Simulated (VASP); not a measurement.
**As: single point with LDA**

Crystal: As.

```
CELL_PARAMETERS angstrom
1.78774 -5.38772 0.00000
1.78774 5.38772 0.00000
0.00000 0.00000 4.37875
ATOMIC_POSITIONS crystal
As 0.39000 0.61000 0.56000
As 0.89000 0.11000 0.94000
As 0.61000 0.39000 0.44000
As 0.11000 0.89000 0.06000
```

| Item | Value |
| --- | --- |
| Program | VASP 6.6.1 |
| Task | single point |
| Functional | LDA |
| Potentials or basis | VASP PAW LDA potentials, release 64 (As) |
| Cutoff | 520 eV |
| k mesh | 8 × 8 × 6 |
| Occupations | fermi-dirac, width 0.05 eV |
| Spin | no spin polarisation |

The pressure is 3.4 GPa and the largest force is 0.493 eV/Å. The band gap on the k mesh is zero (bands 10 and 11 overlap by 0.11 eV).

Forces on the atoms (eV/Å):
```
As   0.000  0.446 -0.209
As   0.000  0.446  0.209
As   0.000 -0.446  0.209
As   0.000 -0.446 -0.209
```

Stress tensor (GPa, compression positive):
```
4.52 0.00 0.00
0.00 3.54 0.00
0.00 0.00 2.07
```

Levels at points of the mesh, in eV from the Fermi level:
```
           k point  band 6  band 7  band 8  band 9  band 10  band 11  band 12  band 13  band 14  band 15
(0.00, 0.00, 0.00)   -4.62   -3.21   -2.40   -1.96    -1.11     1.95     1.97     2.53     3.57     5.12
(0.50, 0.00, 0.00)   -4.03   -2.61   -2.61   -2.49    -2.49     0.78     0.78     1.02     1.02     3.36
(0.50, 0.50, 0.00)   -4.72   -3.60   -1.77   -1.30    -0.45     0.24     1.83     2.51     3.17     5.08
(0.00, 0.00, 0.50)   -4.64   -2.08   -2.08   -0.58    -0.58     1.15     1.15     2.11     2.11     5.32
(0.50, 0.00, 0.50)   -5.76   -4.96   -4.96   -1.90    -1.90     1.95     1.95     4.86     4.86     6.72
(0.50, 0.50, 0.50)   -2.21   -1.91   -1.91   -1.13    -1.13     1.45     1.45     2.00     2.00     2.70
```

Run time: 2.7 min on 1 thread of Intel Xeon 8259CL (shared host), peak memory 0.25 GiB.

Caveat: the cell stands under pressure.
